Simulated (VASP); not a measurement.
# AlCu3 (Immm) in VASP: a series of runs

The runs below take AlCu3 through single point, with PBEsol.

All numbers are computed with VASP 6.6.1; they aren't measurements. Logs are shortened: lines on timing, memory, paths and dates and some standing lists are left out, and cuts for length are marked.

### Step 1. The cell of the first run

Symmetry: Immm, No. 71, orthorhombic system. The conventional cell has a = 3.772 Å, b = 4.384 Å, c = 5.767 Å, α = 90.00°, β = 90.00°, γ = 90.00°. Al (site symmetry mmm) has 14 Cu at 2.37 to 2.89 Å within 3.1 Å. Within 3.1 Å of Cu (site symmetry mmm) lie 8 Cu at 2.37 to 2.62 Å and 6 Al at 2.88 to 2.89 Å. Within 3.1 Å of Cu (site symmetry mm2) lie 4 Al at 2.37 to 2.62 Å and 10 Cu at 2.37 to 2.89 Å.

### Step 2. Single point, PBEsol (strain -0.1500 x Voigt [0, 0, 0, 1, 0, 0])

The input, INCAR:

```
PREC = Accurate
ENCUT = 520
EDIFF = 1E-6
ISMEAR = 0
SIGMA = 0.15
LREAL = False
LASPH = True
NELM = 100
ALGO = Fast
ISIF = 2
LWAVE = False
LCHARG = False
GGA = PS
NBANDS = 26
```

The input, KPOINTS:

```
Automatic mesh
0
Gamma
  14 14 14
```

The input, POSCAR:

```
AlCu3
1.0
    0.0000000000      2.6672101846      2.6672101846
    2.8834704698     -0.2162602852      2.8834704698
    2.8834704698      2.8834704698     -0.2162602852
Al Cu
1 3
Direct
    0.0000000000      0.0000000000      0.0000000000
    0.5000000000      0.5000000000      0.5000000000
    0.2500000000      0.2500000000      0.2500000000
    0.7500000000      0.7500000000      0.7500000000
```

Potentials or basis: VASP PAW PBE potentials, release 64 (Al, Cu).

Launch:

```bash
$ cat potpaw_PBE.64/Al/POTCAR potpaw_PBE.64/Cu/POTCAR > POTCAR
$ mpirun -np 1 vasp_std > vasp.out
```

OUTCAR:

```text
PREC = Accurate
   ENCUT = 520
   EDIFF = 1E-6
   ISMEAR = 0
   LREAL = False
   LASPH = True
   NELM = 100
   ISIF = 2
   GGA = PS

 ion  position               nearest neighbor table
   1  0.000  0.000  0.000-   4 2.37   3 2.37   4 2.37   3 2.37   4 2.62   3 2.62   3 2.62   4 2.62
                             2 2.88   2 2.88   2 2.89   2 2.89   2 2.89   2 2.89
   2  0.500  0.500  0.500-   3 2.37   4 2.37   4 2.37   3 2.37   3 2.62   4 2.62   4 2.62   3 2.62
                             1 2.88   1 2.88   1 2.89   1 2.89   1 2.89   1 2.89
   3  0.250  0.250  0.250-   1 2.37   2 2.37   2 2.37   1 2.37   1 2.62   2 2.62   2 2.62   1 2.62

   4  0.750  0.750  0.750-   2 2.37   1 2.37   2 2.37   1 2.37   2 2.62   1 2.62   1 2.62   2 2.62

  LATTYP: Found a body centered orthorhombic cell.
 ALAT       =     3.7720048168
 B/A-ratio  =     1.1621621621
 C/A-ratio  =     1.5288795269

  Lattice vectors:

 A1 = (  -2.8834704698,   0.2162602852,  -2.8834704698)
 A2 = (  -2.8834704698,  -0.2162602852,   2.8834704698)
 A3 = (   2.8834704698,   2.8834704698,  -0.2162602852)

Analysis of symmetry for initial positions (statically):
=====================================================================
 Subroutine PRICEL returns:
 Original cell was already a primitive cell.

 Routine SETGRP: Setting up the symmetry group for a
 body centered orthorhombic supercell.

 Subroutine GETGRP returns: Found  8 space group operations
 (whereof  8 operations were pure point group operations)
 out of a pool of  8 trial point group operations.

The static configuration has the point symmetry D_2h.

Analysis of symmetry for dynamics (positions and initial velocities):
=====================================================================
 Subroutine PRICEL returns:
 Original cell was already a primitive cell.

 Routine SETGRP: Setting up the symmetry group for a
 body centered orthorhombic supercell.

 Subroutine GETGRP returns: Found  8 space group operations
 (whereof  8 operations were pure point group operations)
 out of a pool of  8 trial point group operations.

The dynamic configuration has the point symmetry D_2h.

 Subroutine INISYM returns: Found  8 space group operations
 (whereof  8 operations are pure point group operations),
 and found     1 'primitive' translations

----------------------------------------------------------------------------------------

                                     Primitive cell

  volume of cell :      47.6790

  direct lattice vectors                    reciprocal lattice vectors
     0.000000000  2.667210185  2.667210185    -0.173402157  0.187461792  0.187461792
     2.883470470 -0.216260285  2.883470470     0.173402157 -0.161304332  0.161304332
     2.883470470  2.883470470 -0.216260285     0.173402157  0.161304332 -0.161304332

  length of vectors
     3.772004817  4.083573485  4.083573485     0.316784082  0.286542289  0.286542289

  position of ions in fractional coordinates (direct lattice)
     0.000000000  0.000000000  0.000000000
     0.500000000  0.500000000  0.500000000
     0.250000000  0.250000000  0.250000000
     0.750000000  0.750000000  0.750000000

  ion indices of the primitive-cell ions
   primitive index   ion index
                 1           1
                 2           2
                 3           3
                 4           4

----------------------------------------------------------------------------------------

 KPOINTS: Automatic mesh

Automatic generation of k-mesh.
 Grid dimensions read from file:
 generate k-points for:   14   14   14

 Generating k-lattice:

  Cartesian coordinates                     Fractional coordinates (reciprocal lattice)
    -0.012385868  0.013390128  0.013390128     0.071428571  0.000000000  0.000000000
     0.012385868 -0.011521738  0.011521738     0.000000000  0.071428571 -0.000000000
     0.012385868  0.011521738 -0.011521738     0.000000000 -0.000000000  0.071428571

  Length of vectors
     0.022627434  0.020467306  0.020467306

  Shift w.r.t. Gamma in fractional coordinates (k-lattice)
     0.000000000  0.000000000  0.000000000

 Subroutine IBZKPT returns following result:
 ===========================================

 Found    428 irreducible k-points:

 Following reciprocal coordinates:
            Coordinates               Weight
  0.000000  0.000000  0.000000      1.000000
  0.071429  0.000000  0.000000      4.000000
  0.142857  0.000000  0.000000      4.000000
  0.214286  0.000000  0.000000      4.000000
  0.285714  0.000000  0.000000      4.000000
  0.357143  0.000000 -0.000000      4.000000
[... 16 lines left out ...]
  0.000000  0.142857 -0.000000      4.000000
  0.071429  0.142857 -0.000000      8.000000
 [... further k-points ...]
   k-points           NKPTS =    428   k-points in BZ     NKDIM =    428   number of bands    NBANDS=     26
   number of dos      NEDOS =    301   number of ions     NIONS =      4
   total plane-waves  NPLWV =  25200
   dimension x,y,z NGX =    28 NGY =   30 NGZ =   30
   dimension x,y,z NGXF=    56 NGYF=   60 NGZF=   60
   ions per type =               1   3
   NGX,Y,Z   is equivalent  to a cutoff of  12.34, 12.21, 12.21 a.u.
   NGXF,Y,Z  is equivalent  to a cutoff of  24.68, 24.43, 24.43 a.u.
 SYSTEM =  unknown system
   PREC   = accura    normal or accurate (medium, high low for compatibility)
   ISTART =      0    job   : 0-new  1-cont  2-samecut
   ICHARG =      2    charge: 1-file 2-atom 10-const
   ISPIN  =      1    spin polarized calculation?
   LNONCOLLINEAR =      F non collinear calculations
   LSORBIT =      F    spin-orbit coupling
   LASPH  =      T    aspherical Exc in radial PAW
   ENCUT  =  520.0 eV  38.22 Ry    6.18 a.u.   7.01  7.59  7.59*2*pi/ulx,y,z
   NELM   =    100;   NELMIN=  2; NELMDL= -5     # of ELM steps
   EDIFF  = 0.1E-05   stopping-criterion for ELM
   LREAL  =      F    real-space projection
   EDIFFG = 0.1E-04   stopping-criterion for IOM
   NSW    =      0    number of steps for IOM
   IBRION =     -1    ionic relax: 0-MD 1-quasi-New 2-CG
   NFREE  =      0    steps in history (QN), initial steepest desc. (CG)
   ISIF   =      2    stress and relaxation
   ISYM   =      2    0-nonsym 1-usesym 2-fastsym
   POTIM  = 0.5000    time-step for ionic-motion
   TEBEG  =    0.0;   TEEND  =   0.0 temperature during run
   PSTRESS=    0.0 pullay stress
   NELECT =      36.0000    total number of electrons
   NUPDOWN=      -1.0000    fix difference up-down
   EMIN   =  10.00;   EMAX   =-10.00  energy-range for DOS
   EFERMI =   0.00;   METHOD = LEGACY
   ISMEAR =     0;   SIGMA  =   0.15  broadening in eV -4-tet -1-fermi 0-gaus
   EFERMI_NEDOS =   21; number of points for ismear=-14 and -15
   IALGO  =     68    algorithm
   IMIX   =      4    mixing-type and parameters
     AMIX     =   0.40;   BMIX     =  1.00
     AMIX_MAG =   1.60;   BMIX_MAG =  1.00
  volume/ion in A,a.u.               =      11.92        80.44
  Fermi-wavevector in a.u.,A,eV,Ry     =   1.490734  2.817078 30.236053  2.222287
  Thomas-Fermi vector in A             =   2.603478
   LORBIT       =      0    0 simple, 1 ext, 2 COOP (PROOUT), +10 PAW based schemes
   GGA     = PS    functional components
   LHFCALC =     F    Hartree Fock is set to
   AEXX    =    0.0000 exact exchange contribution
   IVDW    =     0    specifies the selected vdW correction
   LEPSILON=     F    determine dielectric tensor
   LRPA    =     F    only Hartree local field effects (RPA)
 non-spin polarized calculation
 RMM-DIIS sequential band-by-band and
 Gauss-broadening in eV      SIGMA  =   0.15
  energy-cutoff  :      520.00
  volume of cell :       47.68
 maximum number of plane-waves:      1299
   NGX = 13   NGY = 15   NGZ = 15

 number of electron      36.0000016 magnetization

 Free energy of the ion-electron system (eV)
  ---------------------------------------------------
  ext. energy  EPLUGINS =         0.00000000
  ---------------------------------------------------
  free energy    TOTEN  =       -17.33773640 eV

  energy without entropy =      -17.32659275  energy(sigma->0) =      -17.33216457

 E-fermi :   8.7386     XC(G=0): -12.5190

 val. band max:        8.7378716069   @ k =   0.5000   0.2143   0.0714
 cond. band min:       8.7441355653   @ k =   0.3571   0.2143   0.1429
 fundamental gap:      0.0062639584
 Fermi energy:         8.7386484873

 k-point     1 :       0.0000    0.0000    0.0000
  band No.  band energies     occupation
      1      -2.0327      2.00000
      2       3.7896      2.00000
      3       3.8838      2.00000
      4       3.9282      2.00000
      5       3.9298      2.00000
      6       4.0381      2.00000
[... 18 lines left out ...]
     25      15.7446      0.00000
     26      16.0463      0.00000

 k-point     2 :       0.0714    0.0000    0.0000
  band No.  band energies     occupation
      1      -1.9531      2.00000
      2       3.7844      2.00000
      3       3.8327      2.00000
      4       3.9297      2.00000
      5       4.0085      2.00000
      6       4.0402      2.00000
[... 18 lines left out ...]
     25      15.6145      0.00000
     26      16.0620      0.00000

 k-point     3 :       0.1429    0.0000    0.0000
  band No.  band energies     occupation
      1      -1.7155      2.00000
      2       3.7937      2.00000
      3       3.7942      2.00000
      4       3.8549      2.00000
      5       4.1256      2.00000
      6       4.1259      2.00000
[... 18 lines left out ...]
     25      14.8817      0.00000
     26      16.7551      0.00000

 k-point     4 :       0.2143    0.0000    0.0000
  band No.  band energies     occupation
      1      -1.3247      2.00000
      2       3.7361      2.00000
      3       3.7824      2.00000
      4       3.8436      2.00000
      5       4.2509      2.00000
      6       4.2534      2.00000
[... 18 lines left out ...]
     25      14.8373      0.00000
     26      17.7431      0.00000
[... 496 lines left out ...]
      1      -1.8416      2.00000
      2       3.7448      2.00000
      3       3.7982      2.00000
      4       3.9670      2.00000
      5       4.0170      2.00000
      6       4.1006      2.00000
[... 18 lines left out ...]
     25      15.6151      0.00000
     26      16.2508      0.00000

 k-point    23 :       0.0000    0.1429   -0.0000
  band No.  band energies     occupation
      1      -1.7763      2.00000
      2       3.7458      2.00000
      3       3.7654      2.00000
      4       3.9282      2.00000
      5       4.0439      2.00000
      6       4.1434      2.00000
[... 18 lines left out ...]
     25      15.9281      0.00000
     26      16.1811      0.00000

 k-point    24 :       0.0714    0.1429   -0.0000
  band No.  band energies     occupation
      1      -1.7915      2.00000
      2       3.6889      2.00000
      3       3.8453      2.00000
      4       3.9758      2.00000
      5       4.0087      2.00000
      6       4.1326      2.00000
[... 18 lines left out ...]
     25      15.7487      0.00000
     26      16.5888      0.00000

 [... further k-points ...]
[... 5 lines left out ...]
  --------------------------------------------------------------------------------------
  -------------------------------------------------------------------------------------
  Total        1.9282545      1.1385007      1.1385007     -0.0000000      5.1447352      0.0000000
  in kB       64.7960034     38.2575518     38.2575518     -0.0000000    172.8808495      0.0000000
  external PRESSURE =      47.1037024 kB  Pullay stress =       0.0000000 kB

 VOLUME and BASIS-vectors are now :
 -----------------------------------------------------------------------------
  energy-cutoff  :      520.00
  volume of cell :       47.68
      direct lattice vectors                 reciprocal lattice vectors
     0.000000000  2.667210185  2.667210185    -0.173402157  0.187461792  0.187461792
     2.883470470 -0.216260285  2.883470470     0.173402157 -0.161304332  0.161304332
     2.883470470  2.883470470 -0.216260285     0.173402157  0.161304332 -0.161304332

 POSITION                                       TOTAL-FORCE (eV/Angst)
 -----------------------------------------------------------------------------------
      0.00000      0.00000      0.00000         0.000000      0.000000      0.000000
      2.88347      2.66721      2.66721        -0.000000      0.000000     -0.000000
      1.44174      1.33361      1.33361        -0.000419     -0.000000     -0.000000
      4.32521      4.00082      4.00082         0.000419      0.000000      0.000000
 -----------------------------------------------------------------------------------
    total drift:                                0.000000     -0.000000      0.000000

  FREE ENERGIE OF THE ION-ELECTRON SYSTEM (eV)
  ---------------------------------------------------
  free  energy   TOTEN  =       -17.3377363977 eV

  energy  without entropy=      -17.3265927503  energy(sigma->0) =      -17.33216457
```

Wall time 5.2 min (1 thread of AMD EPYC 9R45 (Zen 5), shared host); peak memory 0.48 GiB.

Results:

```
Free energy            : -17.3377 eV
Pressure               : 4.7 GPa
Band gap on the k mesh : zero (band 18 reaches 11.66 eV, above the bottom of band 19 at 6.58 eV)
```

Levels at points of the mesh, in eV from the Fermi level:
```csv
k point,band 14,band 15,band 16,band 17,band 18,band 19,band 20,band 21,band 22,band 23
"(0.00, 0.00, 0.00)",-2.74,-2.58,-2.49,2.76,2.84,3.40,3.44,4.77,4.78,6.20
"(0.50, 0.00, 0.00)",-2.68,-2.58,-2.48,-2.24,1.94,2.17,2.28,2.53,3.41,5.27
"(0.00, 0.50, 0.00)",-2.59,-2.57,-2.52,-2.26,2.55,2.88,3.34,3.48,4.73,6.60
"(0.50, 0.50, 0.00)",-2.56,-2.48,-2.32,-2.28,-2.22,-2.16,1.95,2.38,9.55,10.58
"(0.00, 0.50, 0.50)",-2.73,-2.50,-2.39,-2.34,-2.25,-1.05,0.81,3.67,10.76,11.39
```

Caveat: the cell differs from its parent crystal (strain -0.1500 x Voigt [0, 0, 0, 1, 0, 0]); the PAW data sets were made with another functional, which shifts forces and pressure a little.

(Continued in part 2 of 2.)
